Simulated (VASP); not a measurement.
Input of a VASP 6.6.1 run:

INCAR

```
  PREC = Accurate
  ENCUT = 500
  EDIFF = 1E-6
  ISMEAR = 0
  SIGMA = 0.05
  LREAL = False
  LASPH = True
  NELM = 120
  ALGO = Normal
  ISIF = 2
  LWAVE = False
  LCHARG = False
  GGA = PS
  NBANDS = 12
  GGA_COMPAT = False
```

Contents of KPOINTS:

```
Automatic mesh
0
Gamma
  12 12 12
```

The input POSCAR:

```
Hg
1.0
    0.0000000000      2.3919113801      2.3919113801
    2.3919113801      0.0000000000      2.3919113801
    2.3919113801      2.3919113801      0.0000000000
Hg
1
Direct
   -0.0783891918      0.0783891918      0.0783891918
```

Potentials or basis: VASP PAW PBE potentials, release 64 (Hg).

The run is started by

```bash
$ cat potpaw_PBE.64/Hg/POTCAR > POTCAR
$ mpirun -np 1 vasp_std > vasp.out
```

(1) Estimate the band gap on the k mesh.

(2) Predict the pressure.

Results:

(1) zero (band 6 reaches 1.36 eV, above the bottom of band 7 at 0.41 eV).

(2) -3.0 GPa.

Caveat: the cell differs from its parent crystal (one atom moved); the PAW data sets were made with another functional, which shifts forces and pressure a little; spin-orbit coupling is left out, which moves the levels of the heavy elements.
